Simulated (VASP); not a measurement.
# AlN (P2_1) in VASP: a series of runs

Runs on AlN. Level: PBE. Tasks: single point.

Program: VASP 6.6.1. These are calculated values, not measurements. Logs are shortened: lines on timing, memory, paths and dates and some standing lists are left out, and cuts for length are marked.

### Step 1. The cell of the first run

The structure is monoclinic, space group P2_1 (No. 4). The conventional cell has a = 3.052 Å, b = 4.892 Å, c = 3.052 Å, α = 90.00°, β = 120.00°, γ = 90.00°. Within 2.5 Å of Al (site symmetry 1) lie 4 N at 1.85 to 1.87 Å. Within 2.5 Å of N (site symmetry 1) lie 4 Al at 1.85 to 1.87 Å.

### Step 2. Single point, PBE (atoms displaced along a vibrational mode, the cell strained)

File INCAR:

```
SYSTEM = AlN
ALGO = Normal
EDIFF = 1E-6
ENCUT = 520
GGA = PE
ISIF = 2
ISMEAR = 0
LASPH = .True.
LCHARG = .False.
LREAL = .False.
LWAVE = .False.
NBANDS = 16
NELM = 100
PREC = Accurate
SIGMA = 0.05
```

File KPOINTS:

```
k-points
0
Gamma
  9 9 6
  0 0 0
```

File POSCAR:

```
AlN
1.0
    3.0516417575      0.0000000000      0.0000000000
   -1.5258208787      2.6427992853      0.0000000000
    0.0000000000      0.0000000000      4.8915323900
Al N
2 2
Direct
    0.3052173201      0.6666666667      0.0017290859
    0.6947826799      0.3333333333      0.5017290859
    0.3582006313      0.6666666667      0.3832709141
    0.6417993687      0.3333333333      0.8832709141
```

Potentials or basis: VASP PAW PBE potentials, release 64 (Al, N).

On the command line:

```sh
> cat potpaw_PBE.64/Al/POTCAR potpaw_PBE.64/N/POTCAR > POTCAR
> mpirun -np 1 vasp_std > vasp.out
```

OUTCAR:

```text
SYSTEM = AlN
   EDIFF = 1E-6
   ENCUT = 520
   GGA = PE
   ISIF = 2
   ISMEAR = 0
   LASPH = .True.
   LREAL = .False.
   NELM = 100
   PREC = Accurate

 ion  position               nearest neighbor table
   1  0.305  0.667  0.002-   4 1.85   4 1.85   4 1.86   3 1.87   2 2.93   2 2.93   2 3.02   2 3.02
                             2 3.10   2 3.10
   2  0.695  0.333  0.502-   3 1.85   3 1.85   3 1.86   4 1.87   1 2.93   1 2.93   1 3.02   1 3.02
                             1 3.10   1 3.10
   3  0.358  0.667  0.383-   2 1.85   2 1.85   2 1.86   1 1.87
   4  0.642  0.333  0.883-   1 1.85   1 1.85   1 1.86   2 1.87

  LATTYP: Found a hexagonal cell.
 ALAT       =     3.0516417575
 C/A-ratio  =     1.6029182908

  Lattice vectors:

 A1 = (   3.0516417575,   0.0000000000,   0.0000000000)
 A2 = (  -1.5258208787,   2.6427992853,   0.0000000000)
 A3 = (   0.0000000000,   0.0000000000,   4.8915323900)

Analysis of symmetry for initial positions (statically):
=====================================================================
 Subroutine PRICEL returns:
 Original cell was already a primitive cell.

 Routine SETGRP: Setting up the symmetry group for a
 hexagonal supercell.

 Subroutine GETGRP returns: Found  2 space group operations
 (whereof  1 operations were pure point group operations)
 out of a pool of 24 trial point group operations.

The static configuration has the point symmetry C_1 .
 The point group associated with its full space group is C_2 .

Analysis of symmetry for dynamics (positions and initial velocities):
=====================================================================
 Subroutine PRICEL returns:
 Original cell was already a primitive cell.

 Routine SETGRP: Setting up the symmetry group for a
 hexagonal supercell.

 Subroutine GETGRP returns: Found  2 space group operations
 (whereof  1 operations were pure point group operations)
 out of a pool of 24 trial point group operations.

The dynamic configuration has the point symmetry C_1 .
 The point group associated with its full space group is C_2 .

 Subroutine INISYM returns: Found  2 space group operations
 (whereof  1 operations are pure point group operations),
 and found     1 'primitive' translations

----------------------------------------------------------------------------------------

                                     Primitive cell

  volume of cell :      39.4496

  direct lattice vectors                    reciprocal lattice vectors
     3.051641758  0.000000000  0.000000000     0.327692462  0.189193331  0.000000000
    -1.525820879  2.642799285  0.000000000     0.000000000  0.378386662  0.000000000
     0.000000000  0.000000000  4.891532390     0.000000000  0.000000000  0.204434913

  length of vectors
     3.051641758  3.051641758  4.891532390     0.378386662  0.378386662  0.204434913

  position of ions in fractional coordinates (direct lattice)
     0.305217320  0.666666667  0.001729086
     0.694782680  0.333333333  0.501729086
     0.358200631  0.666666667  0.383270914
     0.641799369  0.333333333  0.883270914

  ion indices of the primitive-cell ions
   primitive index   ion index
                 1           1
                 2           2
                 3           3
                 4           4

----------------------------------------------------------------------------------------

 KPOINTS: k-points

Automatic generation of k-mesh.
 Grid dimensions read from file:
 generate k-points for:    9    9    6

 Generating k-lattice:

  Cartesian coordinates                     Fractional coordinates (reciprocal lattice)
     0.036410274  0.021021481  0.000000000     0.111111111  0.000000000  0.000000000
     0.000000000  0.042042962  0.000000000     0.000000000  0.111111111  0.000000000
     0.000000000  0.000000000  0.034072486     0.000000000  0.000000000  0.166666667

  Length of vectors
     0.042042962  0.042042962  0.034072486

  Shift w.r.t. Gamma in fractional coordinates (k-lattice)
     0.000000000  0.000000000  0.000000000

 Subroutine IBZKPT returns following result:
 ===========================================

 Found    164 irreducible k-points:

 Following reciprocal coordinates:
            Coordinates               Weight
  0.000000  0.000000  0.000000      1.000000
  0.111111  0.000000  0.000000      2.000000
  0.000000  0.111111  0.000000      2.000000
 -0.111111  0.111111  0.000000      2.000000
  0.222222  0.000000  0.000000      2.000000
  0.000000  0.222222  0.000000      2.000000
[... 16 lines left out ...]
  0.333333  0.111111  0.000000      2.000000
 -0.111111  0.444444  0.000000      2.000000
 [... further k-points ...]
   k-points           NKPTS =    164   k-points in BZ     NKDIM =    164   number of bands    NBANDS=     16
   number of dos      NEDOS =    301   number of ions     NIONS =      4
   total plane-waves  NPLWV =  20736
   dimension x,y,z NGX =    24 NGY =   24 NGZ =   36
   dimension x,y,z NGXF=    48 NGYF=   48 NGZF=   72
   ions per type =               2   2
   NGX,Y,Z   is equivalent  to a cutoff of  13.07, 13.07, 12.24 a.u.
   NGXF,Y,Z  is equivalent  to a cutoff of  26.15, 26.15, 24.47 a.u.
 SYSTEM =  AlN
   PREC   = accura    normal or accurate (medium, high low for compatibility)
   ISTART =      0    job   : 0-new  1-cont  2-samecut
   ICHARG =      2    charge: 1-file 2-atom 10-const
   ISPIN  =      1    spin polarized calculation?
   LNONCOLLINEAR =      F non collinear calculations
   LSORBIT =      F    spin-orbit coupling
   LASPH  =      T    aspherical Exc in radial PAW
   ENCUT  =  520.0 eV  38.22 Ry    6.18 a.u.   5.67  5.67  9.10*2*pi/ulx,y,z
   NELM   =    100;   NELMIN=  2; NELMDL= -5     # of ELM steps
   EDIFF  = 0.1E-05   stopping-criterion for ELM
   LREAL  =      F    real-space projection
   EDIFFG = 0.1E-04   stopping-criterion for IOM
   NSW    =      0    number of steps for IOM
   IBRION =     -1    ionic relax: 0-MD 1-quasi-New 2-CG
   NFREE  =      0    steps in history (QN), initial steepest desc. (CG)
   ISIF   =      2    stress and relaxation
   ISYM   =      2    0-nonsym 1-usesym 2-fastsym
   POTIM  = 0.5000    time-step for ionic-motion
   TEBEG  =    0.0;   TEEND  =   0.0 temperature during run
   PSTRESS=    0.0 pullay stress
   NELECT =      16.0000    total number of electrons
   NUPDOWN=      -1.0000    fix difference up-down
   EMIN   =  10.00;   EMAX   =-10.00  energy-range for DOS
   EFERMI =   0.00;   METHOD = LEGACY
   ISMEAR =     0;   SIGMA  =   0.05  broadening in eV -4-tet -1-fermi 0-gaus
   EFERMI_NEDOS =   21; number of points for ismear=-14 and -15
   IALGO  =     38    algorithm
   IMIX   =      4    mixing-type and parameters
     AMIX     =   0.40;   BMIX     =  1.00
     AMIX_MAG =   1.60;   BMIX_MAG =  1.00
  volume/ion in A,a.u.               =       9.86        66.55
  Fermi-wavevector in a.u.,A,eV,Ry     =   1.211808  2.289986 19.979876  1.468479
  Thomas-Fermi vector in A             =   2.347312
   LORBIT       =      0    0 simple, 1 ext, 2 COOP (PROOUT), +10 PAW based schemes
   GGA     = PE    functional components
   LHFCALC =     F    Hartree Fock is set to
   AEXX    =    0.0000 exact exchange contribution
   IVDW    =     0    specifies the selected vdW correction
   LEPSILON=     F    determine dielectric tensor
   LRPA    =     F    only Hartree local field effects (RPA)
 non-spin polarized calculation
 Gauss-broadening in eV      SIGMA  =   0.05
  energy-cutoff  :      520.00
  volume of cell :       39.45
 maximum number of plane-waves:      1092
   NGX = 11   NGY = 11   NGZ = 19

 number of electron      15.9999998 magnetization

 Free energy of the ion-electron system (eV)
  ---------------------------------------------------
  ext. energy  EPLUGINS =         0.00000000
  ---------------------------------------------------
  free energy    TOTEN  =       -29.56982192 eV

  energy without entropy =      -29.56982192  energy(sigma->0) =      -29.56982192

 E-fermi :   7.0561     XC(G=0): -11.1658

 val. band max:        6.7658480063   @ k =   0.0000   0.0000   0.0000
 cond. band min:      11.3969462842   @ k =   0.0000   0.0000   0.0000
 fundamental gap:      4.6310982779
 Fermi energy:         7.0561256215

 k-point     1 :       0.0000    0.0000    0.0000
  band No.  band energies     occupation
      1      -8.8163      2.00000
      2      -6.4879      2.00000
      3       0.4666      2.00000
      4       5.7980      2.00000
      5       5.8823      2.00000
      6       6.3526      2.00000
[... 8 lines left out ...]
     15      20.3860      0.00000
     16      20.8279      0.00000

 k-point     2 :       0.1111    0.0000    0.0000
  band No.  band energies     occupation
      1      -8.6491      2.00000
      2      -6.3897      2.00000
      3       0.6603      2.00000
      4       5.0928      2.00000
      5       5.6199      2.00000
      6       5.7477      2.00000
[... 8 lines left out ...]
     15      20.2676      0.00000
     16      20.5391      0.00000

 k-point     3 :       0.0000    0.1111    0.0000
  band No.  band energies     occupation
      1      -8.6485      2.00000
      2      -6.3922      2.00000
      3       0.6622      2.00000
      4       5.1139      2.00000
      5       5.6291      2.00000
      6       5.8054      2.00000
[... 8 lines left out ...]
     15      20.0975      0.00000
     16      20.4909      0.00000

 k-point     4 :      -0.1111    0.1111    0.0000
  band No.  band energies     occupation
      1      -8.6476      2.00000
      2      -6.3942      2.00000
      3       0.6639      2.00000
      4       5.1087      2.00000
      5       5.6450      2.00000
      6       5.8824      2.00000
[... 8 lines left out ...]
     15      20.1512      0.00000
     16      20.4375      0.00000
[... 324 lines left out ...]
 k-point    22 :       0.3333   -0.1111    0.0000
  band No.  band energies     occupation
      1      -7.7400      2.00000
      2      -5.9670      2.00000
      3       1.7554      2.00000
      4       2.7053      2.00000
      5       3.5853      2.00000
      6       4.9088      2.00000
[... 8 lines left out ...]
     15      20.0149      0.00000
     16      21.1491      0.00000

 k-point    23 :       0.3333    0.1111    0.0000
  band No.  band energies     occupation
      1      -7.0590      2.00000
      2      -5.7958      2.00000
      3       1.4510      2.00000
      4       2.6459      2.00000
      5       2.8718      2.00000
      6       4.3400      2.00000
[... 8 lines left out ...]
     15      20.1850      0.00000
     16      22.2200      0.00000

 k-point    24 :      -0.1111    0.4444    0.0000
  band No.  band energies     occupation
      1      -7.0215      2.00000
      2      -5.8680      2.00000
      3       1.6380      2.00000
      4       2.7254      2.00000
      5       2.8545      2.00000
      6       4.2616      2.00000
[... 8 lines left out ...]
     15      19.6478      0.00000
     16      22.1078      0.00000

 [... further k-points ...]
[... 5 lines left out ...]
  --------------------------------------------------------------------------------------
  -------------------------------------------------------------------------------------
  Total        4.0825954      4.2727100      3.9666173     -0.0231332      0.0000000      0.0000000
  in kB      165.8075342    173.5287082    161.0972846     -0.9395146      0.0000000      0.0000000
  external PRESSURE =     166.8111757 kB  Pullay stress =       0.0000000 kB

 VOLUME and BASIS-vectors are now :
 -----------------------------------------------------------------------------
  energy-cutoff  :      520.00
  volume of cell :       39.45
      direct lattice vectors                 reciprocal lattice vectors
     3.051641758  0.000000000  0.000000000     0.327692462  0.189193331  0.000000000
    -1.525820879  2.642799285  0.000000000     0.000000000  0.378386662  0.000000000
     0.000000000  0.000000000  4.891532390     0.000000000  0.000000000  0.204434913

 POSITION                                       TOTAL-FORCE (eV/Angst)
 -----------------------------------------------------------------------------------
     -0.08580      1.76187      0.00846         0.502262      0.038768      0.037076
      1.61162      0.88093      2.45422        -0.502262     -0.038768      0.037076
      0.07589      1.76187      1.87478        -0.177652      0.017361     -0.037076
      1.44993      0.88093      4.32055         0.177652     -0.017361     -0.037076
 -----------------------------------------------------------------------------------
    total drift:                               -0.000000     -0.000000      0.000016

  FREE ENERGIE OF THE ION-ELECTRON SYSTEM (eV)
  ---------------------------------------------------
  free  energy   TOTEN  =       -29.5698219225 eV

  energy  without entropy=      -29.5698219225  energy(sigma->0) =      -29.56982192
```

It took 1.8 min on 1 thread of Intel Xeon 8259CL, shared host; peak memory 0.21 GiB.

What came out:

| Property | Result |
| --- | --- |
| Free energy | -29.5698 eV |
| Pressure | 16.7 GPa |
| Largest force | 0.505 eV/Å |
| Band gap on the k mesh | 4.63 eV |

Forces on the atoms (eV/Å):
```
Al   0.502  0.039  0.037
Al  -0.502 -0.039  0.037
N   -0.178  0.017 -0.037
N    0.178 -0.017 -0.037
```

Stress tensor (GPa, compression positive):
```
16.58 -0.09  0.00
-0.09 17.35  0.00
 0.00  0.00 16.11
```

Caveat: the cell differs from its parent crystal (atoms displaced along a vibrational mode, the cell strained); the cell stands under pressure; an odd mesh through Γ misses points on the zone boundary, where band edges can lie.

### Step 3. Single point, PBE (atoms displaced along a vibrational mode, the cell strained)

File INCAR:

```
SYSTEM = AlN
PREC = Accurate
ENCUT = 520
EDIFF = 1E-6
ISMEAR = 0
SIGMA = 0.05
LREAL = .False.
LASPH = .True.
NELM = 100
ALGO = Normal
ISIF = 2
LWAVE = .False.
LCHARG = .True.
GGA = PE
LELF = .True.
LVHAR = .True.
NBANDS = 16
```

File KPOINTS:

```
Automatic mesh
0
Gamma
  9 9 6
  0 0 0
```

File POSCAR:

```
AlN
1.0
    3.0776198361      0.0000000000      0.0000000000
   -1.5388099180      2.6652969613      0.0000000000
    0.0000000000      0.0000000000      4.9331731272
Al N
2 2
Direct
    0.3052173201      0.6666666667      0.0017290859
    0.6947826799      0.3333333333      0.5017290859
    0.3582006313      0.6666666667      0.3832709141
    0.6417993687      0.3333333333      0.8832709141
```

Potentials or basis: VASP PAW PBE potentials, release 64 (Al, N).

On the command line:

```sh
> cat potpaw_PBE.64/Al/POTCAR potpaw_PBE.64/N/POTCAR > POTCAR
> mpirun -np 1 vasp_std > vasp.out
```

It took 1.8 min on 1 thread of Intel Xeon 8259CL, shared host; peak memory 0.22 GiB.

Results (log left out):

* Free energy: -29.6559 eV
* Pressure: 10.4 GPa
* Largest force: 0.501 eV/Å
* Band gap on the k mesh: 4.40 eV

Forces in eV/Å, atoms in the order of the input:
```
Al   0.498  0.037  0.040
Al  -0.498 -0.037  0.040
N   -0.195  0.016 -0.040
N    0.195 -0.016 -0.040
```

Stress tensor (GPa, compression positive):
```
10.17 -0.19  0.00
-0.19 10.93  0.00
 0.00  0.00 10.18
```

Levels at points of the mesh, in eV from the valence-band top:
```tsv
k point	band 4	band 5	band 6	band 7	band 8	band 9	band 10	band 11	band 12	band 13
(0.00, 0.00, 0.00)	-0.95	-0.87	-0.40	-0.13	0.00	4.40	6.89	10.71	11.04	11.71
(0.00, 0.00, 0.50)	-3.42	-0.63	-0.63	-0.56	-0.56	6.66	6.66	10.50	10.50	11.64
```

Caveat: the cell differs from its parent crystal (atoms displaced along a vibrational mode, the cell strained); the cell stands under pressure; an odd mesh through Γ misses points on the zone boundary, where band edges can lie.

### Step 4. Single point, PBE (atoms displaced along a vibrational mode, the cell strained)

File INCAR:

```
PREC     = Accurate       # precision mode
ENCUT    = 520            # plane-wave cutoff, eV
EDIFF    = 1E-6           # SCF threshold, eV
ISMEAR   = 0              # smearing method
SIGMA    = 0.05           # smearing width, eV
LREAL    = False          # projectors in reciprocal space
LASPH    = True           # aspherical terms in the spheres
NELM     = 80             # most SCF steps
ALGO     = Normal         # electronic algorithm
ISIF     = 2              # what is computed and relaxed
LWAVE    = False          # write WAVECAR
LCHARG   = True           # write CHGCAR
GGA      = PE             # functional
LELF     = True           # ELF
LVHAR    = True         
NBANDS   = 16             # bands
```

File KPOINTS:

```
regular mesh
0
Gamma
  9 9 6
```

File POSCAR:

```
AlN
1.0
    3.1039109035      0.0000000000      0.0000000000
   -1.5519554517      2.6880656936      0.0000000000
    0.0000000000      0.0000000000      4.9753155601
Al N
2 2
Direct
    0.3052173201      0.6666666667      0.0017290859
    0.6947826799      0.3333333333      0.5017290859
    0.3582006313      0.6666666667      0.3832709141
    0.6417993687      0.3333333333      0.8832709141
```

On the command line:

```sh
> cat potpaw_PBE.64/Al/POTCAR potpaw_PBE.64/N/POTCAR > POTCAR
> mpirun -np 1 vasp_std > vasp.out
```

Run time: 1.9 min. Hardware: 1 thread of Intel Xeon 8259CL, shared host; peak memory 0.22 GiB.

It converged, with:

```
Free energy            : -29.7054 eV
Pressure               : 4.7 GPa
Largest force          : 0.497 eV/Å
Band gap on the k mesh : 4.18 eV
```

Forces on the atoms (eV/Å):
```
Al   0.494  0.036  0.044
Al  -0.494 -0.036  0.044
N   -0.212  0.016 -0.044
N    0.212 -0.016 -0.044
```

Stress tensor (GPa, compression positive):
```
 4.32 -0.28  0.00
-0.28  5.06  0.00
 0.00  0.00  4.76
```

Levels at points of the mesh, in eV from the valence-band top:
```csv
k point,band 5,band 6,band 7,band 8,band 9,band 10,band 11,band 12
"(0.00, 0.00, 0.00)",-0.86,-0.39,-0.13,0.00,4.18,6.67,10.50,10.85
"(0.00, 0.00, 0.50)",-0.62,-0.62,-0.55,-0.55,6.43,6.43,10.29,10.29
```

Caveat: the cell differs from its parent crystal (atoms displaced along a vibrational mode, the cell strained); the cell stands under pressure; an odd mesh through Γ misses points on the zone boundary, where band edges can lie.

### Step 5. Single point, PBE (atoms displaced along a vibrational mode)

File INCAR:

```
PREC = Accurate ; ENCUT = 520
EDIFF = 1E-6 ; ISMEAR = 0
SIGMA = 0.05 ; LREAL = False
LASPH = True ; NELM = 100
ALGO = Normal ; ISIF = 2
LWAVE = False ; LCHARG = False
GGA = PE ; NBANDS = 16
```

KPOINTS is that of step 4.

File POSCAR:

```
AlN
1.0
    3.1298889821      0.0000000000      0.0000000000
   -1.5649444910      2.7105633695      0.0000000000
    0.0000000000      0.0000000000      5.0169562974
Al N
2 2
Direct
    0.3052173201      0.6666666667      0.0017290859
    0.6947826799      0.3333333333      0.5017290859
    0.3582006313      0.6666666667      0.3832709141
    0.6417993687      0.3333333333      0.8832709141
```

On the command line:

```sh
> cat potpaw_PBE.64/Al/POTCAR potpaw_PBE.64/N/POTCAR > POTCAR
> mpirun -np 1 vasp_std > vasp.out
```

It took 1.9 min on 1 thread of Intel Xeon 8259CL, shared host; peak memory 0.22 GiB.

The run converged. Its results:

```
Free energy            : -29.7198 eV
Pressure               : -0.4 GPa
Largest force          : 0.492 eV/Å
Band gap on the k mesh : 3.96 eV
```

Forces on the atoms (eV/Å):
```
Al   0.489  0.035  0.047
Al  -0.489 -0.035  0.047
N   -0.227  0.015 -0.047
N    0.227 -0.015 -0.047
```

Stress tensor (GPa, compression positive):
```
-0.88 -0.36  0.00
-0.36 -0.15  0.00
 0.00  0.00 -0.05
```

Levels at points of the mesh, in eV from the valence-band top:
| k point | band 5 | band 6 | band 7 | band 8 | band 9 | band 10 | band 11 | band 12 |
| --- | --- | --- | --- | --- | --- | --- | --- | --- |
| (0.00, 0.00, 0.00) | -0.86 | -0.38 | -0.13 | 0.00 | 3.96 | 6.45 | 10.30 | 10.67 |
| (0.00, 0.00, 0.50) | -0.62 | -0.62 | -0.54 | -0.54 | 6.22 | 6.22 | 10.09 | 10.09 |

Caveat: the cell differs from its parent crystal (atoms displaced along a vibrational mode).

[end of part 1 of 2]
